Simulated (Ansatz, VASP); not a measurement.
# One calculation of PbSe, two programs

File INCAR:

```
SYSTEM = PbSe
ALGO = Normal
EDIFF = 1E-7
ENCUT = 520
GGA = PS
ISIF = 2
ISMEAR = 0
LASPH = .True.
LCHARG = .False.
LREAL = .False.
LWAVE = .False.
NBANDS = 28
NELM = 100
PREC = Accurate
SIGMA = 0.02
```

Contents of KPOINTS:

```
k-points
0
Gamma
  6 6 6
  0 0 0
```

The input POSCAR:

```
PbSe
1.0
    0.0312544200     12.5788774878      3.2653992928
    3.2690176924      0.0000000000      3.2965808028
    3.2377632724     12.5788774878      0.0311815100
Pb Se
2 2
Direct
    0.1989546570      0.8074074671      0.1726157892
    0.8273842108      0.1789779132      0.8010453430
    0.6628227119      0.2968161641      0.7231605797
    0.2768394203      0.6827994557      0.3371772881
```

Input for Ansatz:

```yaml
crystal:
  lattice:
    - [0.03125442, 12.5788774878, 3.2653992928]
    - [3.2690176924, 0.0, 3.2965808028]
    - [3.2377632724, 12.5788774878, 0.03118151]
  atoms:
    - { symbol: Pb, position: [0.198954657, 0.8074074671, 0.1726157892] }
    - { symbol: Pb, position: [0.8273842108, 0.1789779132, 0.801045343] }
    - { symbol: Se, position: [0.6628227119, 0.2968161641, 0.7231605797] }
    - { symbol: Se, position: [0.2768394203, 0.6827994557, 0.3371772881] }
basis:
  ecutwfc: 420
kpoints:
  mp_grid: { grid: [6, 6, 6] }
hamiltonian:
  xc: pbesol
scf:
  occupations: { method: gaussian, width: 0.02 }
output:
  forces: true
  stress: true
  eigenvalues: true
  populations: true
```

Alike in both runs: task single point; functional PBEsol; k mesh 6 × 6 × 6; occupations gaussian, width 0.02 eV; no spin polarisation.

|  | VASP | Ansatz |
| --- | --- | --- |
| version | VASP 6.6.1 | Ansatz 0.2.0 |
| potentials or method | VASP PAW PBE potentials, release 64 (Pb_d, Se), cutoff 520 eV | scalar-relativistic, plane waves, PAW |
| valence electrons in the cell | 40 | 60 |

|  | VASP | Ansatz | Ansatz less VASP |
| --- | --- | --- | --- |
| gap on the k mesh at the Fermi level (eV) | 1.48 | 1.48 | +0.001 |
| least direct gap on the mesh (eV) | 1.63 | 1.63 | -0.001 |
| pressure (GPa) | -3.4 | -3.4 | +0.01 |
| traceless stress, the component that is largest in VASP (GPa) | -0.34 | -0.34 | 0.000 |
| rms of the force components (eV/Å) | 0.546 | 0.548 | +0.0021 |

VASP's potentials were made for PBE, not for PBEsol. Atom by atom the forces differ by 0.002 eV/Å (rms over components). VASP's potentials hold 40 valence electrons a cell and Ansatz's 60, so a difference there can come from the potentials and not from the codes.

Spin-orbit coupling is off throughout.
